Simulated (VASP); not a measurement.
**TaAs: single point with PBE+U**

TaAs:

```
CELL_PARAMETERS angstrom
-1.73145 1.73145 5.86729
1.73145 -1.73145 5.86729
1.73145 1.73145 -5.86729
ATOMIC_POSITIONS crystal
Ta 0.50017 0.00017 0.50000
Ta 0.75017 0.75017 0.00000
As 0.08243 0.58243 0.50000
As 0.33243 0.33243 0.00000
```

* Program: VASP 6.6.1
* Task: single point
* Functional: PBE
* Potentials or basis: VASP PAW PBE potentials, release 64 (Ta_pv, As)
* Cutoff: 520 eV
* k mesh: 18 × 18 × 18
* Occupations: gaussian, width 0.1 eV
* Spin: no spin polarisation
* Hubbard terms: Ta d U = 3.0 eV
* Dipole correction: no
* Further INCAR settings: ALGO = Normal; EDIFF = 1e-06; NBANDS = 24

The pressure is 0.4 GPa. The band gap on the k mesh is zero (bands 16 and 17 overlap by 0.02 eV).

Forces in eV/Å, atoms in the order of the input:
```
Ta   0.000  0.000  0.002
Ta   0.000  0.000  0.002
As   0.000  0.000 -0.002
As   0.000  0.000 -0.002
```

Stress tensor (GPa, compression positive):
```
0.47 0.00 0.00
0.00 0.47 0.00
0.00 0.00 0.35
```

Levels at points of the mesh, in eV from the Fermi level:
| k point | band 12 | band 13 | band 14 | band 15 | band 16 | band 17 | band 18 | band 19 | band 20 | band 21 |
| --- | --- | --- | --- | --- | --- | --- | --- | --- | --- | --- |
| (0.00, 0.00, 0.00) | -2.46 | -2.31 | -1.90 | -1.63 | -1.63 | 0.88 | 1.54 | 2.32 | 3.03 | 3.03 |
| (0.50, 0.00, 0.00) | -3.41 | -2.43 | -2.29 | -1.53 | -0.25 | 0.12 | 1.36 | 2.23 | 2.41 | 2.99 |
| (0.50, 0.50, 0.00) | -5.03 | -3.16 | -3.16 | -1.12 | -1.12 | 2.74 | 2.74 | 3.02 | 3.02 | 3.74 |
| (0.50, 0.50, 0.50) | -2.86 | -2.75 | -2.75 | -0.95 | -0.95 | 1.19 | 1.19 | 2.27 | 2.27 | 3.04 |

Wall time 61 min on 1 thread of Oxide Virtual Turin-like Processor, on a shared host, peak memory 0.86 GiB.

Caveat: spin-orbit coupling is left out, which moves the levels of the heavy elements; U without spin polarisation on a metal has little footing; the U is typed as a test and isn't derived for this compound.
